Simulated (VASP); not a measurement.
A run of VASP 6.6.1 is set up as follows.

INCAR

```
PREC     = Accurate       # precision mode
ENCUT    = 520            # plane-wave cutoff, eV
EDIFF    = 1E-6           # SCF threshold, eV
ISMEAR   = 0              # smearing method
SIGMA    = 0.05           # smearing width, eV
LREAL    = Auto         
LASPH    = T              # aspherical terms in the spheres
NELM     = 80             # most SCF steps
ALGO     = Normal         # electronic algorithm
ISIF     = 2              # what is computed and relaxed
LWAVE    = F              # write WAVECAR
LCHARG   = F              # write CHGCAR
GGA      = PE             # functional
NBANDS   = 70             # bands
```

File KPOINTS:

```
Automatic mesh
0
Gamma
  3 3 3
```

The input POSCAR:

```
Al32H
1.0
    8.1000000000      0.0000000000      0.0000000000
    0.0000000000      8.1000000000      0.0000000000
    0.0000000000      0.0000000000      8.1000000000
Al H
32 1
Direct
    0.4959851852     -0.0031002469     -0.0002386420
    0.7459114815      0.2468917284     -0.0022811111
    0.7466579012     -0.0041716049      0.2486130864
   -0.0029270370     -0.0025632099     -0.0007795062
    0.2467603704      0.2471371605     -0.0051834568
    0.4966449383      0.4970151852     -0.0006849383
    0.7467418519      0.7471260494     -0.0020096296
    0.2474311111     -0.0113860494      0.2481527160
    0.5011832099      0.2472023457      0.2490448148
    0.7458817284      0.4984200000      0.2491106173
    0.4966565432     -0.0025576543      0.4988028395
    0.7468433333      0.2473685185      0.5004374074
    0.7464322222     -0.0038254321      0.7492634568
   -0.0034855556      0.4963748148     -0.0002418519
    0.2465179012      0.7462769136     -0.0022997531
   -0.0116765432      0.2478313580      0.2481780247
    0.2468203704      0.5016066667      0.2490454321
    0.4980614815      0.7462553086      0.2491034568
   -0.0040416049     -0.0036618519      0.4997732099
    0.2476287654      0.2480351852      0.5094076543
    0.4961611111      0.4965464198      0.4993340741
    0.7465130864      0.7468891358      0.4997769136
    0.2469176543     -0.0042393827      0.7492675309
    0.4982853086      0.2469997531      0.7503622222
    0.7468200000      0.4979737037      0.7489830864
   -0.0045635802      0.7470424691      0.2486216049
   -0.0029123457      0.4970129630      0.4987917284
    0.2469808642      0.7472302469      0.5004409877
   -0.0046312346      0.2472992593      0.7492907407
    0.2466159259      0.4986592593      0.7503753086
    0.4975876543      0.7472018519      0.7489871605
   -0.0042007407      0.7468125926      0.7492566667
    0.2290607407      0.2289859259      0.2741314815
```

Potentials or basis: VASP PAW PBE potentials, release 64 (Al, H).

Command:

```bash
$ cat potpaw_PBE.64/Al/POTCAR potpaw_PBE.64/H/POTCAR > POTCAR
$ mpirun -np 1 vasp_std > vasp.out
```

(1) What does it give for the band gap on the k mesh?

(2) Estimate the pressure.

(3) What does it give for the largest force?

Answers

(1) zero (an odd number of electrons rules out a gap without spin polarisation).

(2) 0.2 GPa.

(3) 0.100 eV/Å.
